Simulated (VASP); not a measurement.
# In (Im-3m) in VASP: further runs, part 2 of 2

VASP 6.6.1. Earlier steps stand in the parts before.

## Step 3: Single point, PBE

This run uses another cell than the first one, of 26.66 Å³/atom, 1.021 times its volume.

File INCAR:

```
ALGO     = Normal         # electronic algorithm
EDIFF    = 1E-7           # SCF threshold, eV
ENCUT    = 520            # plane-wave cutoff, eV
GGA      = PE             # functional
ISIF     = 2              # what is computed and relaxed
ISMEAR   = -1             # smearing method
LASPH    = T              # aspherical terms in the spheres
LCHARG   = F              # write CHGCAR
LREAL    = F              # projectors in reciprocal space
LWAVE    = F              # write WAVECAR
NBANDS   = 12             # bands
NELM     = 100            # most SCF steps
PREC     = Accurate       # precision mode
SIGMA    = 0.06122561905347299 # smearing width, eV
```

File KPOINTS:

```
k-points
0
Gamma
  40 40 40
```

File POSCAR:

```
In
1.0
   -1.8818161866      1.8818161866      1.8818161866
    1.8818161866     -1.8818161866      1.8818161866
    1.8818161866      1.8818161866     -1.8818161866
In
1
Direct
    0.0000000000      0.0000000000      0.0000000000
```

Potentials or basis: VASP PAW PBE potentials, release 64 (In_d).

On the command line:

```
> cat potpaw_PBE.64/In_d/POTCAR > POTCAR
> mpirun -np 1 vasp_std > vasp.out
```

OUTCAR:

```text
EDIFF = 1E-7
   ENCUT = 520
   GGA = PE
   ISIF = 2
   ISMEAR = -1
   LASPH = T
   LREAL = F
   NELM = 100
   PREC = Accurate

 ion  position               nearest neighbor table
   1  0.000  0.000  0.000-

  LATTYP: Found a body centered cubic cell.
 ALAT       =     3.7636323732

  Lattice vectors:

 A1 = (  -1.8818161866,   1.8818161866,   1.8818161866)
 A2 = (   1.8818161866,  -1.8818161866,   1.8818161866)
 A3 = (   1.8818161866,   1.8818161866,  -1.8818161866)

Analysis of symmetry for initial positions (statically):
=====================================================================
 Subroutine PRICEL returns:
 Original cell was already a primitive cell.

 Routine SETGRP: Setting up the symmetry group for a
 body centered cubic supercell.

 Subroutine GETGRP returns: Found 48 space group operations
 (whereof 48 operations were pure point group operations)
 out of a pool of 48 trial point group operations.

The static configuration has the point symmetry O_h .

Analysis of symmetry for dynamics (positions and initial velocities):
=====================================================================
 Subroutine PRICEL returns:
 Original cell was already a primitive cell.

 Routine SETGRP: Setting up the symmetry group for a
 body centered cubic supercell.

 Subroutine GETGRP returns: Found 48 space group operations
 (whereof 48 operations were pure point group operations)
 out of a pool of 48 trial point group operations.

The dynamic configuration has the point symmetry O_h .

 Subroutine INISYM returns: Found 48 space group operations
 (whereof 48 operations are pure point group operations),
 and found     1 'primitive' translations

----------------------------------------------------------------------------------------

                                     Primitive cell

  volume of cell :      26.6558

[... 105 lines left out ...]
     AMIX     =   0.40;   BMIX     =  1.00
     AMIX_MAG =   1.60;   BMIX_MAG =  1.00
  volume/ion in A,a.u.               =      26.66       179.88
  Fermi-wavevector in a.u.,A,eV,Ry     =   1.288622  2.435142 22.593096  1.660546
  Thomas-Fermi vector in A             =   2.420564
   LORBIT       =      0    0 simple, 1 ext, 2 COOP (PROOUT), +10 PAW based schemes
   GGA     = PE    functional components
   LHFCALC =     F    Hartree Fock is set to
   AEXX    =    0.0000 exact exchange contribution
   IVDW    =     0    specifies the selected vdW correction
   LEPSILON=     F    determine dielectric tensor
   LRPA    =     F    only Hartree local field effects (RPA)
 non-spin polarized calculation
  energy-cutoff  :      520.00
  volume of cell :       26.66
 maximum number of plane-waves:       736
   NGX = 13   NGY = 13   NGZ = 13

 number of electron      13.0000005 magnetization

 Free energy of the ion-electron system (eV)
  ---------------------------------------------------
  ext. energy  EPLUGINS =         0.00000000
  ---------------------------------------------------
  free energy    TOTEN  =        -2.54699196 eV

  energy without entropy =       -2.54113358  energy(sigma->0) =       -2.54406277

 E-fermi :   7.3170     XC(G=0): -10.1666

 val. band max:        7.3168550730   @ k =   0.2250   0.2000   0.1500
 cond. band min:       7.3224322498   @ k =   0.3000   0.0750   0.0750
 fundamental gap:      0.0055771768
 Fermi energy:         7.3169507260

 k-point     1 :       0.0000    0.0000    0.0000
  band No.  band energies     occupation
      1      -7.3489      2.00000
      2      -7.3489      2.00000
      3      -7.3489      2.00000
      4      -7.0841      2.00000
      5      -7.0841      2.00000
      6      -2.0976      2.00000
      7      18.2271      0.00000
      8      18.2271      0.00000
      9      18.2271      0.00000
     10      20.2647      0.00000
     11      20.2647      0.00000
     12      20.2647      0.00000
[... 331 lines left out ...]
 k-point    24 :       0.0750    0.0250    0.0000
  band No.  band energies     occupation
      1      -7.3559      2.00000
      2      -7.3431      2.00000
      3      -7.3163      2.00000
      4      -7.0929      2.00000
      5      -7.0845      2.00000
      6      -1.9119      2.00000
      7      16.5283      0.00000
      8      17.3367      0.00000
      9      17.7228      0.00000
     10      19.3797      0.00000
     11      19.6672      0.00000
     12      20.1579      0.00000

 [... further k-points ...]
[... 5 lines left out ...]
  --------------------------------------------------------------------------------------
  -------------------------------------------------------------------------------------
  Total        0.2544615      0.2544615      0.2544615     -0.0000000     -0.0000000      0.0000000
  in kB       15.2947018     15.2947018     15.2947018     -0.0000000     -0.0000000      0.0000000
  external PRESSURE =      15.2947018 kB  Pullay stress =       0.0000000 kB

 VOLUME and BASIS-vectors are now :
 -----------------------------------------------------------------------------
  energy-cutoff  :      520.00
  volume of cell :       26.66
      direct lattice vectors                 reciprocal lattice vectors
    -1.881816187  1.881816187  1.881816187     0.000000000  0.265700765  0.265700765
     1.881816187 -1.881816187  1.881816187     0.265700765  0.000000000  0.265700765
     1.881816187  1.881816187 -1.881816187     0.265700765  0.265700765  0.000000000

 POSITION                                       TOTAL-FORCE (eV/Angst)
 -----------------------------------------------------------------------------------
      0.00000      0.00000      0.00000        -0.000000      0.000000      0.000000
 -----------------------------------------------------------------------------------
    total drift:                               -0.000000     -0.000000      0.000000

  FREE ENERGIE OF THE ION-ELECTRON SYSTEM (eV)
  ---------------------------------------------------
  free  energy   TOTEN  =        -2.5469919559 eV

  energy  without entropy=       -2.5411335793  energy(sigma->0) =       -2.54406277
```

OSZICAR:

```text
N       E                     dE             d eps       ncg     rms          rms(c)
DAV:   1     0.784579404391E+02    0.78458E+02   -0.62519E+03 40352   0.136E+03
DAV:   2     0.127094609376E+01   -0.77187E+02   -0.75281E+02 41856   0.292E+02
DAV:   3    -0.248423856545E+01   -0.37552E+01   -0.37431E+01 47648   0.645E+01
DAV:   4    -0.256992463756E+01   -0.85686E-01   -0.85661E-01 49608   0.975E+00
DAV:   5    -0.257373239209E+01   -0.38078E-02   -0.38076E-02 53804   0.181E+00    0.219E+00
DAV:   6    -0.255167778762E+01    0.22055E-01   -0.34757E-02 49488   0.377E+00    0.108E+00
DAV:   7    -0.254727259974E+01    0.44052E-02   -0.10837E-02 50520   0.193E+00    0.245E-01
DAV:   8    -0.254698463022E+01    0.28797E-03   -0.81627E-04 52528   0.470E-01    0.319E-02
DAV:   9    -0.254699124462E+01   -0.66144E-05   -0.12601E-05 56400   0.456E-02    0.149E-02
DAV:  10    -0.254699191723E+01   -0.67261E-06   -0.11819E-06 44928   0.110E-02    0.131E-03
DAV:  11    -0.254699195588E+01   -0.38653E-07   -0.30364E-08 33388   0.209E-03
   1 F= -.25469920E+01 E0= -.25440628E+01  d E =-.585838E-02
```

Run time: 4.6 min. Hardware: 1 thread of Oxide Virtual Turin-like, shared host; peak memory 0.54 GiB.

What came out:

```yaml
Free_energy: -2.5470 eV
Pressure: 1.5 GPa
```

Levels at points of the mesh, in eV from the Fermi level:
```tsv
k point	band 3	band 4	band 5	band 6	band 7	band 8	band 9	band 10
(0.00, 0.00, 0.00)	-14.67	-14.40	-14.40	-9.41	10.91	10.91	10.91	12.95
(0.50, 0.00, 0.00)	-14.42	-14.40	-14.24	-3.92	-3.11	5.84	7.27	10.01
(0.50, 0.50, 0.50)	-14.28	-14.28	-14.28	0.90	1.26	1.26	1.26	5.24
```

Caveat: spin-orbit coupling is left out, which moves the levels of the heavy elements.
